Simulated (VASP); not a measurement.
# MgO (Periclase) (Fm-3m) in VASP: further runs

Runs on MgO (Periclase). Level: PBE. Tasks: single point, relaxation of cell and atoms.

Program: VASP 6.6.1. These are calculated values, not measurements. Logs are shortened: lines on timing, memory, paths and dates and some standing lists are left out, and cuts for length are marked.

### Step 1. The cell of the first run

The structure is cubic, space group Fm-3m (No. 225). Conventional cell: a = 4.089 Å, b = 4.089 Å, c = 4.089 Å, α = 90.00°, β = 90.00°, γ = 90.00°. Mg (site symmetry m-3m) has 6 O at 2.04 Å within 2.7 Å. O (site symmetry m-3m) has 6 Mg at 2.04 Å within 2.7 Å.

### Step 2. Single point, PBE

File INCAR:

```
SYSTEM = MgO
ALGO     = Normal         ! electronic algorithm
EDIFF    = 1E-6           ! SCF threshold, eV
ENCUT    = 600            ! plane-wave cutoff, eV
GGA      = PE             ! functional
GGA_COMPAT= .False.      
ISIF     = 2              ! what is computed and relaxed
ISMEAR   = 0              ! smearing method
LASPH    = .True.         ! aspherical terms in the spheres
LCHARG   = .True.         ! write CHGCAR
LELF     = .True.         ! ELF
LREAL    = .False.        ! projectors in reciprocal space
LVHAR    = .True.       
LWAVE    = .False.        ! write WAVECAR
NBANDS   = 11             ! bands
NELM     = 120            ! most SCF steps
PREC     = Accurate       ! precision mode
SIGMA    = 0.02           ! smearing width, eV
```

File KPOINTS:

```
k-points
0
Gamma
  10 10 10
  0 0 0
```

File POSCAR:

```
MgO
1.0
    0.0000000000      2.0443582818      2.0443582818
    2.0443582818      0.0000000000      2.0443582818
    2.0443582818      2.0443582818      0.0000000000
Mg O
1 1
Direct
    0.0000000000      0.0000000000      0.0000000000
    0.5000000000      0.5000000000      0.5000000000
```

Potentials or basis: VASP PAW PBE potentials, release 64 (Mg, O).

The run is started by

```console
cat potpaw_PBE.64/Mg/POTCAR potpaw_PBE.64/O/POTCAR > POTCAR
mpirun -np 1 vasp_std > vasp.out
```

OUTCAR:

```text
SYSTEM = MgO
   EDIFF = 1E-6
   ENCUT = 600
   GGA = PE
   ISIF = 2
   ISMEAR = 0
   LASPH = .True.
   LREAL = .False.
   NELM = 120
   PREC = Accurate

 ion  position               nearest neighbor table
   1  0.000  0.000  0.000-   2 2.04   2 2.04   2 2.04   2 2.04   2 2.04   2 2.04
   2  0.500  0.500  0.500-   1 2.04   1 2.04   1 2.04   1 2.04   1 2.04   1 2.04

  LATTYP: Found a face centered cubic cell.
 ALAT       =     4.0887165636

  Lattice vectors:

 A1 = (   0.0000000000,   2.0443582818,   2.0443582818)
 A2 = (   2.0443582818,   0.0000000000,   2.0443582818)
 A3 = (   2.0443582818,   2.0443582818,   0.0000000000)

Analysis of symmetry for initial positions (statically):
=====================================================================
 Subroutine PRICEL returns:
 Original cell was already a primitive cell.

 Routine SETGRP: Setting up the symmetry group for a
 face centered cubic supercell.

 Subroutine GETGRP returns: Found 48 space group operations
 (whereof 48 operations were pure point group operations)
 out of a pool of 48 trial point group operations.

The static configuration has the point symmetry O_h .

Analysis of symmetry for dynamics (positions and initial velocities):
=====================================================================
 Subroutine PRICEL returns:
 Original cell was already a primitive cell.

 Routine SETGRP: Setting up the symmetry group for a
 face centered cubic supercell.

 Subroutine GETGRP returns: Found 48 space group operations
 (whereof 48 operations were pure point group operations)
 out of a pool of 48 trial point group operations.

The dynamic configuration has the point symmetry O_h .

 Subroutine INISYM returns: Found 48 space group operations
 (whereof 48 operations are pure point group operations),
 and found     1 'primitive' translations

----------------------------------------------------------------------------------------

                                     Primitive cell

  volume of cell :      17.0884

  direct lattice vectors                    reciprocal lattice vectors
     0.000000000  2.044358282  2.044358282    -0.244575525  0.244575525  0.244575525
     2.044358282  0.000000000  2.044358282     0.244575525 -0.244575525  0.244575525
     2.044358282  2.044358282  0.000000000     0.244575525  0.244575525 -0.244575525

  length of vectors
     2.891159208  2.891159208  2.891159208     0.423617236  0.423617236  0.423617236

  position of ions in fractional coordinates (direct lattice)
     0.000000000  0.000000000  0.000000000
[... 81 lines left out ...]
   NSW    =      0    number of steps for IOM
   IBRION =     -1    ionic relax: 0-MD 1-quasi-New 2-CG
   NFREE  =      0    steps in history (QN), initial steepest desc. (CG)
   ISIF   =      2    stress and relaxation
   ISYM   =      2    0-nonsym 1-usesym 2-fastsym
   POTIM  = 0.5000    time-step for ionic-motion
   TEBEG  =    0.0;   TEEND  =   0.0 temperature during run
   PSTRESS=    0.0 pullay stress
   NELECT =       8.0000    total number of electrons
   NUPDOWN=      -1.0000    fix difference up-down
   EMIN   =  10.00;   EMAX   =-10.00  energy-range for DOS
   EFERMI =   0.00;   METHOD = LEGACY
   ISMEAR =     0;   SIGMA  =   0.02  broadening in eV -4-tet -1-fermi 0-gaus
   EFERMI_NEDOS =   21; number of points for ismear=-14 and -15
   IALGO  =     38    algorithm
   IMIX   =      4    mixing-type and parameters
     AMIX     =   0.40;   BMIX     =  1.00
     AMIX_MAG =   1.60;   BMIX_MAG =  1.00
  volume/ion in A,a.u.               =       8.54        57.66
  Fermi-wavevector in a.u.,A,eV,Ry     =   1.271172  2.402168 21.985375  1.615879
  Thomas-Fermi vector in A             =   2.404120
   LORBIT       =      0    0 simple, 1 ext, 2 COOP (PROOUT), +10 PAW based schemes
   GGA     = PE    functional components
   LHFCALC =     F    Hartree Fock is set to
   AEXX    =    0.0000 exact exchange contribution
   IVDW    =     0    specifies the selected vdW correction
   LEPSILON=     F    determine dielectric tensor
   LRPA    =     F    only Hartree local field effects (RPA)
 non-spin polarized calculation
 Gauss-broadening in eV      SIGMA  =   0.02
  energy-cutoff  :      600.00
  volume of cell :       17.09
 maximum number of plane-waves:       588
   NGX = 11   NGY = 11   NGZ = 11

 number of electron       7.9999997 magnetization

 Free energy of the ion-electron system (eV)
  ---------------------------------------------------
  ext. energy  EPLUGINS =         0.00000000
  ---------------------------------------------------
  free energy    TOTEN  =       -11.78498847 eV

  energy without entropy =      -11.78498847  energy(sigma->0) =      -11.78498847

 E-fermi :   4.0064     XC(G=0): -11.5088

 val. band max:        3.8884071330   @ k =   0.0000   0.0000   0.0000
 cond. band min:       9.5337574626   @ k =   0.0000   0.0000   0.0000
 fundamental gap:      5.6453503296
 Fermi energy:         4.0063975508

 k-point     1 :       0.0000    0.0000    0.0000
  band No.  band energies     occupation
      1     -13.8574      2.00000
      2       3.8884      2.00000
      3       3.8884      2.00000
      4       3.8884      2.00000
      5       9.5338      0.00000
      6      20.1922      0.00000
      7      20.1922      0.00000
      8      20.1922      0.00000
      9      24.3500      0.00000
     10      26.2330      0.00000
     11      26.2330      0.00000
[... 309 lines left out ...]
 k-point    24 :       0.4000    0.3000    0.0000
  band No.  band energies     occupation
      1     -12.4059      2.00000
      2       0.0121      2.00000
      3       2.4512      2.00000
      4       2.6934      2.00000
      5      14.0756      0.00000
      6      14.6520      0.00000
      7      18.4742      0.00000
      8      23.2712      0.00000
      9      23.4961      0.00000
     10      29.8946      0.00000
     11      32.7193      0.00000

 [... further k-points ...]
[... 5 lines left out ...]
  --------------------------------------------------------------------------------------
  -------------------------------------------------------------------------------------
  Total        2.3040882      2.3040882      2.3040882     -0.0000000     -0.0000000      0.0000000
  in kB      216.0273105    216.0273105    216.0273105     -0.0000000     -0.0000000      0.0000000
  external PRESSURE =     216.0273105 kB  Pullay stress =       0.0000000 kB

 VOLUME and BASIS-vectors are now :
 -----------------------------------------------------------------------------
  energy-cutoff  :      600.00
  volume of cell :       17.09
      direct lattice vectors                 reciprocal lattice vectors
     0.000000000  2.044358282  2.044358282    -0.244575525  0.244575525  0.244575525
     2.044358282  0.000000000  2.044358282     0.244575525 -0.244575525  0.244575525
     2.044358282  2.044358282  0.000000000     0.244575525  0.244575525 -0.244575525

 POSITION                                       TOTAL-FORCE (eV/Angst)
 -----------------------------------------------------------------------------------
      0.00000      0.00000      0.00000         0.000000      0.000000      0.000000
      2.04436      2.04436      2.04436        -0.000000     -0.000000     -0.000000
 -----------------------------------------------------------------------------------
    total drift:                               -0.000000     -0.000000      0.000000

  FREE ENERGIE OF THE ION-ELECTRON SYSTEM (eV)
  ---------------------------------------------------
  free  energy   TOTEN  =       -11.7849884713 eV

  energy  without entropy=      -11.7849884713  energy(sigma->0) =      -11.78498847
```

stdout:

```text
POSCAR found type information on POSCAR MgO
 POSCAR found :  2 types and       2 ions
 scaLAPACK will be used
 LDA part: xc-table for (Slater+PW92), standard interpolation
 POSCAR, INCAR and KPOINTS ok, starting setup
 FFT: planning ... GRIDC
 FFT: planning ... GRID_SOFT
 FFT: planning ... GRID
 WAVECAR not read
 entering main loop
```

Run time: 7.7 s. Hardware: 1 thread of Intel Xeon Platinum 8488C (Sapphire Rapids), shared host; peak memory 0.14 GiB.

Results:

```yaml
Free_energy: -11.7850 eV
Pressure: 21.6 GPa
Band_gap_on_the_k_mesh: 5.65 eV, direct
```

PBE gaps usually lie below the measured ones, often by a third to a half.

### Step 3. Relaxation of cell and atoms, PBE, target pressure 22.6 GPa, at which the enthalpy is minimised

File INCAR:

```
PREC = Accurate
ENCUT = 600
EDIFF = 1E-7
ISMEAR = 0
SIGMA = 0.1
LREAL = F
LASPH = T
NELM = 120
ALGO = Normal
ISIF = 3
LWAVE = F
LCHARG = F
GGA = PE
IBRION = 2
NSW = 80
EDIFFG = -0.05
PSTRESS = 226.0
GGA_COMPAT = F
NELMIN = 4
```

File KPOINTS:

```
Automatic mesh
0
Gamma
  8 8 8
```

POSCAR is that of step 2.

Potentials or basis: VASP PAW PBE potentials, release 64 (Mg, O).

The run is started by

```console
cat potpaw_PBE.64/Mg/POTCAR potpaw_PBE.64/O/POTCAR > POTCAR
mpirun -np 1 vasp_std > vasp.out
```

It took 6.3 s on 1 thread of Intel Xeon Platinum 8488C (Sapphire Rapids), shared host; peak memory 0.14 GiB.

It converged, with:

| Quantity | Value |
| --- | --- |
| Free energy | -11.7671 eV |
| Relaxed volume | 8.48 Å³/atom |
| Relaxed cell | a = 2.884 Å, b = 2.884 Å, c = 2.884 Å, α = 60.00°, β = 60.00°, γ = 60.00° |
| Space group after relaxing (to 0.05 Å) | Fm-3m (No. 225) |
| Energy change on relaxing (the enthalpy is what falls) | +8.9 meV/atom |
| Ionic steps | 2 |
| Pressure after relaxing | 23.4 GPa |
| Band gap on the k mesh | 5.73 eV, direct |

Step by step:
```tsv
step	energy change (eV)	largest force (eV/Å)	pressure (GPa)	volume (Å³)
1	0.0000	0.0000	21.64	17.09
2	0.0178	0.0000	23.44	16.96
```

Final structure:
```
Mg O
1.0
     0.00000    2.03930    2.03930
     2.03930    0.00000    2.03930
     2.03930    2.03930    0.00000
Mg O
1 1
Direct
  0.00000 0.00000 0.00000
  0.50000 0.50000 0.50000
```

Levels at points of the mesh, in eV from the valence-band top:
```tsv
k point	band 1	band 2	band 3	band 4	band 5	band 6	band 7	band 8
(0.00, 0.00, 0.00)	-17.79	0.00	0.00	0.00	5.73	16.35	16.35	16.35
(0.50, 0.00, 0.00)	-16.24	-5.06	-0.77	-0.77	8.53	13.73	17.33	17.33
(0.50, 0.50, 0.00)	-15.95	-4.49	-1.49	-1.49	9.22	11.07	14.16	20.50
```

Caveat: the cell is relaxed towards a set pressure, so the enthalpy falls and the energy may rise. PBE gaps usually lie below the measured ones, often by a third to a half.

(Part 1 of 2 ends here.)
